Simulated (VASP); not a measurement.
# ZnS (P6_3mc) in VASP: notebook

ZnS is run at these levels: PBEsol; tasks: single point.

Program: VASP 6.6.1. These are calculated values, not measurements. Logs are shortened: lines on timing, memory, paths and dates and some standing lists are left out, and cuts for length are marked.

### 1 The cell of the first run

Symmetry: P6_3mc, No. 186, hexagonal system. Conventional cell: a = 3.785 Å, b = 3.785 Å, c = 18.575 Å, α = 90.00°, β = 90.00°, γ = 120.00°. Zn (site symmetry 3m) has 4 S at 2.32 Å within 3.1 Å. Within 3.0 Å of Zn (site symmetry 3m) lie 4 S at 2.29 to 2.41 Å. Zn (site symmetry 3m) has 4 S at 2.32 Å within 3.1 Å. Within 3.0 Å of S (site symmetry 3m) lie 4 Zn at 2.29 to 2.32 Å. S (site symmetry 3m) has 4 Zn at 2.32 to 2.41 Å within 3.1 Å. S (site symmetry 3m) has 4 Zn at 2.32 Å within 3.1 Å.

### 2 Single point, PBEsol

INCAR reads:

```
SYSTEM = ZnS
  ALGO = Normal
  EDIFF = 1E-7
  ENCUT = 520
  GGA = PS
  ISIF = 2
  ISMEAR = 0
  LASPH = .TRUE.
  LCHARG = .FALSE.
  LREAL = .FALSE.
  LWAVE = .FALSE.
  NBANDS = 66
  NELM = 80
  PREC = Accurate
  SIGMA = 0.05
```

KPOINTS reads:

```
k-points
0
G
  9 9 2
  0 0 0
```

POSCAR reads:

```
ZnS
1.0
    3.7852258349      0.0000000000      0.0000000000
   -1.8926129174      3.2781017321      0.0000000000
    0.0000000000      0.0000000000     18.5748434008
Zn S
6 6
Direct
    0.0000000000      0.0000000000      0.0000277175
    0.0000000000      0.0000000000      0.5000277175
    0.3333333333      0.6666666667      0.1618309784
    0.6666666667      0.3333333333      0.6618309784
    0.6666666667      0.3333333333      0.3332753580
    0.3333333333      0.6666666667      0.8332753580
    0.0000000000      0.0000000000      0.1251125986
    0.0000000000      0.0000000000      0.6251125986
    0.3333333333      0.6666666667      0.2916367831
    0.6666666667      0.3333333333      0.7916367831
    0.6666666667      0.3333333333      0.4581259436
    0.3333333333      0.6666666667      0.9581259436
```

Potentials or basis: VASP PAW PBE potentials, release 64 (Zn, S).

The run is started by

```sh
$ cat potpaw_PBE.64/Zn/POTCAR potpaw_PBE.64/S/POTCAR > POTCAR
$ mpirun -np 1 vasp_std > vasp.out
```

OUTCAR:

```text
SYSTEM = ZnS
   EDIFF = 1E-7
   ENCUT = 520
   GGA = PS
   ISIF = 2
   ISMEAR = 0
   LASPH = .TRUE.
   LREAL = .FALSE.
   NELM = 80
   PREC = Accurate

 ion  position               nearest neighbor table
   1  0.000  0.000  0.000-  12 2.32  12 2.32  12 2.32   7 2.32
   2  0.000  0.000  0.500-  11 2.32  11 2.32  11 2.32   8 2.32
   3  0.333  0.667  0.162-   7 2.29   7 2.29   7 2.29   9 2.41
   4  0.667  0.333  0.662-   8 2.29   8 2.29   8 2.29  10 2.41
   5  0.667  0.333  0.333-   9 2.32   9 2.32   9 2.32  11 2.32
   6  0.333  0.667  0.833-  10 2.32  10 2.32  10 2.32  12 2.32
   7  0.000  0.000  0.125-   3 2.29   3 2.29   3 2.29   1 2.32
   8  0.000  0.000  0.625-   4 2.29   4 2.29   4 2.29   2 2.32
   9  0.333  0.667  0.292-   5 2.32   5 2.32   5 2.32   3 2.41
  10  0.667  0.333  0.792-   6 2.32   6 2.32   6 2.32   4 2.41
  11  0.667  0.333  0.458-   5 2.32   2 2.32   2 2.32   2 2.32
  12  0.333  0.667  0.958-   6 2.32   1 2.32   1 2.32   1 2.32

  LATTYP: Found a hexagonal cell.
 ALAT       =     3.7852258349
 C/A-ratio  =     4.9071955574

  Lattice vectors:

 A1 = (   3.7852258349,   0.0000000000,   0.0000000000)
 A2 = (  -1.8926129174,   3.2781017321,   0.0000000000)
 A3 = (   0.0000000000,   0.0000000000,  18.5748434008)

Analysis of symmetry for initial positions (statically):
=====================================================================
 Subroutine PRICEL returns:
 Original cell was already a primitive cell.

 Routine SETGRP: Setting up the symmetry group for a
 hexagonal supercell.

 Subroutine GETGRP returns: Found 12 space group operations
 (whereof  6 operations were pure point group operations)
 out of a pool of 24 trial point group operations.

The static configuration has the point symmetry C_3v.
 The point group associated with its full space group is C_6v.

Analysis of symmetry for dynamics (positions and initial velocities):
=====================================================================
 Subroutine PRICEL returns:
 Original cell was already a primitive cell.

 Routine SETGRP: Setting up the symmetry group for a
 hexagonal supercell.

 Subroutine GETGRP returns: Found 12 space group operations
 (whereof  6 operations were pure point group operations)
 out of a pool of 24 trial point group operations.

The dynamic configuration has the point symmetry C_3v.
 The point group associated with its full space group is C_6v.

 Subroutine INISYM returns: Found 12 space group operations
 (whereof  6 operations are pure point group operations),
 and found     1 'primitive' translations

----------------------------------------------------------------------------------------

                                     Primitive cell

  volume of cell :     230.4833

  direct lattice vectors                    reciprocal lattice vectors
     3.785225835  0.000000000  0.000000000     0.264185030  0.152527298  0.000000000
    -1.892612917  3.278101732  0.000000000     0.000000000  0.305054596  0.000000000
     0.000000000  0.000000000 18.574843401     0.000000000  0.000000000  0.053836255

  length of vectors
     3.785225835  3.785225835 18.574843401     0.305054596  0.305054596  0.053836255

  position of ions in fractional coordinates (direct lattice)
     0.000000000  0.000000000  0.000027717
     0.000000000  0.000000000  0.500027717
     0.333333333  0.666666667  0.161830978
     0.666666667  0.333333333  0.661830978
     0.666666667  0.333333333  0.333275358
     0.333333333  0.666666667  0.833275358
     0.000000000  0.000000000  0.125112599
     0.000000000  0.000000000  0.625112599
     0.333333333  0.666666667  0.291636783
     0.666666667  0.333333333  0.791636783
     0.666666667  0.333333333  0.458125944
     0.333333333  0.666666667  0.958125944

  ion indices of the primitive-cell ions
   primitive index   ion index
                 1           1
                 2           2
                 3           3
                 4           4
                 5           5
                 6           6
                 7           7
                 8           8
                 9           9
                10          10
                11          11
                12          12

----------------------------------------------------------------------------------------

 KPOINTS: k-points

Automatic generation of k-mesh.
 Grid dimensions read from file:
 generate k-points for:    9    9    2

 Generating k-lattice:

  Cartesian coordinates                     Fractional coordinates (reciprocal lattice)
     0.029353892  0.016947478  0.000000000     0.111111111 -0.000000000  0.000000000
     0.000000000  0.033894955  0.000000000     0.000000000  0.111111111  0.000000000
     0.000000000  0.000000000  0.026918127     0.000000000  0.000000000  0.500000000

  Length of vectors
     0.033894955  0.033894955  0.026918127

  Shift w.r.t. Gamma in fractional coordinates (k-lattice)
     0.000000000  0.000000000  0.000000000

 Subroutine IBZKPT returns following result:
 ===========================================

 Found     24 irreducible k-points:

 Following reciprocal coordinates:
            Coordinates               Weight
  0.000000  0.000000  0.000000      1.000000
  0.111111 -0.000000  0.000000      6.000000
  0.222222  0.000000  0.000000      6.000000
  0.333333 -0.000000  0.000000      6.000000
  0.444444  0.000000  0.000000      6.000000
  0.111111  0.111111  0.000000      6.000000
[... 16 lines left out ...]
  0.333333  0.222222  0.500000     12.000000
  0.333333  0.333333  0.500000      2.000000
   k-points           NKPTS =     24   k-points in BZ     NKDIM =     24   number of bands    NBANDS=     66
   number of dos      NEDOS =    301   number of ions     NIONS =     12
   total plane-waves  NPLWV = 109760
   dimension x,y,z NGX =    28 NGY =   28 NGZ =  140
   dimension x,y,z NGXF=    56 NGYF=   56 NGZF=  280
   ions per type =               6   6
   NGX,Y,Z   is equivalent  to a cutoff of  12.30, 12.30, 12.53 a.u.
   NGXF,Y,Z  is equivalent  to a cutoff of  24.60, 24.60, 25.06 a.u.
 SYSTEM =  ZnS
   PREC   = accura    normal or accurate (medium, high low for compatibility)
   ISTART =      0    job   : 0-new  1-cont  2-samecut
   ICHARG =      2    charge: 1-file 2-atom 10-const
   ISPIN  =      1    spin polarized calculation?
   LNONCOLLINEAR =      F non collinear calculations
   LSORBIT =      F    spin-orbit coupling
   LASPH  =      T    aspherical Exc in radial PAW
   ENCUT  =  520.0 eV  38.22 Ry    6.18 a.u.   7.04  7.04 34.54*2*pi/ulx,y,z
   NELM   =     80;   NELMIN=  2; NELMDL= -5     # of ELM steps
   EDIFF  = 0.1E-06   stopping-criterion for ELM
   LREAL  =      F    real-space projection
   EDIFFG = 0.1E-05   stopping-criterion for IOM
   NSW    =      0    number of steps for IOM
   IBRION =     -1    ionic relax: 0-MD 1-quasi-New 2-CG
   NFREE  =      0    steps in history (QN), initial steepest desc. (CG)
   ISIF   =      2    stress and relaxation
   ISYM   =      2    0-nonsym 1-usesym 2-fastsym
   POTIM  = 0.5000    time-step for ionic-motion
   TEBEG  =    0.0;   TEEND  =   0.0 temperature during run
   PSTRESS=    0.0 pullay stress
   NELECT =     108.0000    total number of electrons
   NUPDOWN=      -1.0000    fix difference up-down
   EMIN   =  10.00;   EMAX   =-10.00  energy-range for DOS
   EFERMI =   0.00;   METHOD = LEGACY
   ISMEAR =     0;   SIGMA  =   0.05  broadening in eV -4-tet -1-fermi 0-gaus
   EFERMI_NEDOS =   21; number of points for ismear=-14 and -15
   IALGO  =     38    algorithm
   IMIX   =      4    mixing-type and parameters
     AMIX     =   0.40;   BMIX     =  1.00
     AMIX_MAG =   1.60;   BMIX_MAG =  1.00
  volume/ion in A,a.u.               =      19.21       129.61
  Fermi-wavevector in a.u.,A,eV,Ry     =   1.271558  2.402897 21.998724  1.616861
  Thomas-Fermi vector in A             =   2.404485
   LORBIT       =      0    0 simple, 1 ext, 2 COOP (PROOUT), +10 PAW based schemes
   GGA     = PS    functional components
   LHFCALC =     F    Hartree Fock is set to
   AEXX    =    0.0000 exact exchange contribution
   IVDW    =     0    specifies the selected vdW correction
   LEPSILON=     F    determine dielectric tensor
   LRPA    =     F    only Hartree local field effects (RPA)
 non-spin polarized calculation
 Gauss-broadening in eV      SIGMA  =   0.05
  energy-cutoff  :      520.00
  volume of cell :      230.48
 maximum number of plane-waves:      6236
   NGX = 15   NGY = 15   NGZ = 69

 number of electron     107.9999990 magnetization

 Free energy of the ion-electron system (eV)
  ---------------------------------------------------
  ext. energy  EPLUGINS =         0.00000000
  ---------------------------------------------------
  free energy    TOTEN  =       -45.45777826 eV

  energy without entropy =      -45.45777826  energy(sigma->0) =      -45.45777826

 E-fermi :   2.5446     XC(G=0):  -9.9724

 val. band max:        2.2844599795   @ k =   0.0000   0.0000   0.0000
 cond. band min:       4.3912070313   @ k =   0.0000   0.0000   0.0000
 fundamental gap:      2.1067470517
 Fermi energy:         2.5445534667

 k-point     1 :       0.0000    0.0000    0.0000
  band No.  band energies     occupation
      1     -11.1363      2.00000
      2     -11.0287      2.00000
      3     -10.7599      2.00000
      4     -10.4889      2.00000
      5     -10.2311      2.00000
      6     -10.0574      2.00000
[... 58 lines left out ...]
     65       8.6101      0.00000
     66       8.6281      0.00000

 k-point     2 :       0.1111   -0.0000    0.0000
  band No.  band energies     occupation
      1     -11.0494      2.00000
      2     -10.9475      2.00000
      3     -10.6789      2.00000
      4     -10.4243      2.00000
      5     -10.1666      2.00000
      6     -10.0053      2.00000
[... 58 lines left out ...]
     65       8.7339      0.00000
     66       8.8035      0.00000

 k-point     3 :       0.2222    0.0000    0.0000
  band No.  band energies     occupation
      1     -10.8109      2.00000
      2     -10.7269      2.00000
      3     -10.4592      2.00000
      4     -10.2552      2.00000
      5      -9.9983      2.00000
      6      -9.8738      2.00000
[... 1438 lines left out ...]
     65       8.5897      0.00000
     66       8.5897      0.00000

 k-point    24 :       0.3333    0.3333    0.5000
  band No.  band energies     occupation
      1     -10.0637      2.00000
      2     -10.0637      2.00000
      3      -9.8321      2.00000
      4      -9.8321      2.00000
      5      -9.6030      2.00000
      6      -9.6030      2.00000
[... 58 lines left out ...]
     65       9.1274      0.00000
     66       9.1274      0.00000

------------------------ aborting loop because EDIFF is reached ----------------------------------------

  FORCE on cell =-STRESS in cart. coord.  units (eV):
  Direction    XX          YY          ZZ          XY          YZ          ZX
  --------------------------------------------------------------------------------------
  -------------------------------------------------------------------------------------
  Total        1.0615998      1.0615998     -0.6385259      0.0000000      0.0000000     -0.0000000
  in kB        7.3795866      7.3795866     -4.4386380      0.0000000      0.0000000     -0.0000000
  external PRESSURE =       3.4401784 kB  Pullay stress =       0.0000000 kB

 VOLUME and BASIS-vectors are now :
 -----------------------------------------------------------------------------
  energy-cutoff  :      520.00
  volume of cell :      230.48
      direct lattice vectors                 reciprocal lattice vectors
     3.785225835  0.000000000  0.000000000     0.264185030  0.152527298  0.000000000
    -1.892612917  3.278101732  0.000000000     0.000000000  0.305054596  0.000000000
     0.000000000  0.000000000 18.574843401     0.000000000  0.000000000  0.053836255

 POSITION                                       TOTAL-FORCE (eV/Angst)
 -----------------------------------------------------------------------------------
      0.00000      0.00000      0.00051        -0.000000      0.000000     -0.108525
      0.00000      0.00000      9.28794         0.000000      0.000000     -0.108525
     -0.00000      2.18540      3.00599         0.000000     -0.000000      0.674976
      1.89261      1.09270     12.29341        -0.000000      0.000000      0.674976
      1.89261      1.09270      6.19054         0.000000      0.000000     -0.109483
     -0.00000      2.18540     15.47796         0.000000      0.000000     -0.109483
      0.00000      0.00000      2.32395        -0.000000     -0.000000     -0.201004
      0.00000      0.00000     11.61137        -0.000000      0.000000     -0.201004
     -0.00000      2.18540      5.41711        -0.000000     -0.000000     -0.334118
      1.89261      1.09270     14.70453        -0.000000      0.000000     -0.334118
      1.89261      1.09270      8.50962        -0.000000      0.000000      0.078155
     -0.00000      2.18540     17.79704        -0.000000     -0.000000      0.078155
 -----------------------------------------------------------------------------------
    total drift:                               -0.000003     -0.000005     -0.006820

  FREE ENERGIE OF THE ION-ELECTRON SYSTEM (eV)
  ---------------------------------------------------
  free  energy   TOTEN  =       -45.4577782584 eV

  energy  without entropy=      -45.4577782584  energy(sigma->0) =      -45.45777826
```

It took 5 min on 1 thread of Intel Xeon Platinum 8488C (Sapphire Rapids), shared host; peak memory 0.47 GiB.

What came out:

- Free energy: -45.4578 eV
- Pressure: 0.3 GPa
- Largest force: 0.675 eV/Å
- Band gap on the k mesh: 2.11 eV

Forces in eV/Å, atoms in the order of the input:
```
Zn   0.000  0.000 -0.109
Zn   0.000  0.000 -0.109
Zn   0.000  0.000  0.675
Zn   0.000  0.000  0.675
Zn   0.000  0.000 -0.109
Zn   0.000  0.000 -0.109
S    0.000  0.000 -0.201
S    0.000  0.000 -0.201
S    0.000  0.000 -0.334
S    0.000  0.000 -0.334
S    0.000  0.000  0.078
S    0.000  0.000  0.078
```

Stress tensor (GPa, compression positive):
```
 0.74  0.00  0.00
 0.00  0.74  0.00
 0.00  0.00 -0.44
```

Levels at points of the mesh, in eV from the valence-band top:
| k point | band 50 | band 51 | band 52 | band 53 | band 54 | band 55 | band 56 | band 57 | band 58 | band 59 |
| --- | --- | --- | --- | --- | --- | --- | --- | --- | --- | --- |
| (0.00, 0.00, 0.00) | -0.16 | -0.16 | -0.01 | 0.00 | 0.00 | 2.11 | 2.98 | 3.11 | 3.27 | 3.35 |
| (0.00, 0.00, 0.50) | -0.50 | -0.06 | -0.06 | -0.06 | -0.06 | 2.59 | 2.59 | 3.08 | 3.08 | 3.52 |

Caveat: the PAW data sets were made with another functional, which shifts forces and pressure a little; an odd mesh through Γ misses points on the zone boundary, where band edges can lie.

### 3 Single point, PBEsol

INCAR reads:

```
ALGO = Normal ; EDIFF = 1E-6
ENCUT = 520 ; GGA = PS
ISIF = 2 ; ISMEAR = 0
LASPH = T ; LCHARG = F
LREAL = F ; LWAVE = F
NBANDS = 66 ; NELM = 100
PREC = Accurate ; SIGMA = 0.05
```

KPOINTS reads:

```
k-points
0
Gamma
  9 9 2
```

POSCAR: that of step 2 with these lines changed.

```diff
@@ -10,4 +10,4 @@
     0.0000000000      0.0000000000      0.5000277175
-    0.3333333333      0.6666666667      0.1618309784
-    0.6666666667      0.3333333333      0.6618309784
+    0.3333333333      0.6666666667      0.1718122200
+    0.6666666667      0.3333333333      0.6718122200
     0.6666666667      0.3333333333      0.3332753580
```

Potentials or basis: VASP PAW PBE potentials, release 64 (Zn, S).

The run is started by

```sh
$ cat potpaw_PBE.64/Zn/POTCAR potpaw_PBE.64/S/POTCAR > POTCAR
$ mpirun -np 1 vasp_std > vasp.out
```

Wall time 4.5 min (1 thread of Intel Xeon Platinum 8488C (Sapphire Rapids), shared host); peak memory 0.47 GiB.

The run converged. Its results:

```yaml
Free_energy: -45.4425 eV
Pressure: 0.3 GPa
Largest_force: 0.933 eV/Å
Band_gap_on_the_k_mesh: 2.05 eV
```

Forces on the atoms (eV/Å):
```
Zn   0.000  0.000  0.107
Zn   0.000  0.000  0.107
Zn   0.000  0.000 -0.933
Zn   0.000  0.000 -0.933
Zn   0.000  0.000  0.113
Zn   0.000  0.000  0.113
S    0.000  0.000  0.235
S    0.000  0.000  0.235
S    0.000  0.000  0.555
S    0.000  0.000  0.555
S    0.000  0.000 -0.077
S    0.000  0.000 -0.077
```

Stress tensor (GPa, compression positive):
```
-0.26  0.00  0.00
 0.00 -0.26  0.00
 0.00  0.00  1.38
```

Levels at points of the mesh, in eV from the valence-band top:
| k point | band 50 | band 51 | band 52 | band 53 | band 54 | band 55 | band 56 | band 57 | band 58 | band 59 |
| --- | --- | --- | --- | --- | --- | --- | --- | --- | --- | --- |
| (0.00, 0.00, 0.00) | -0.18 | -0.18 | -0.11 | 0.00 | 0.00 | 2.05 | 3.03 | 3.17 | 3.26 | 3.43 |
| (0.00, 0.00, 0.50) | -0.55 | -0.07 | -0.07 | -0.07 | -0.07 | 2.53 | 2.53 | 3.20 | 3.20 | 3.49 |

Caveat: the PAW data sets were made with another functional, which shifts forces and pressure a little; an odd mesh through Γ misses points on the zone boundary, where band edges can lie.
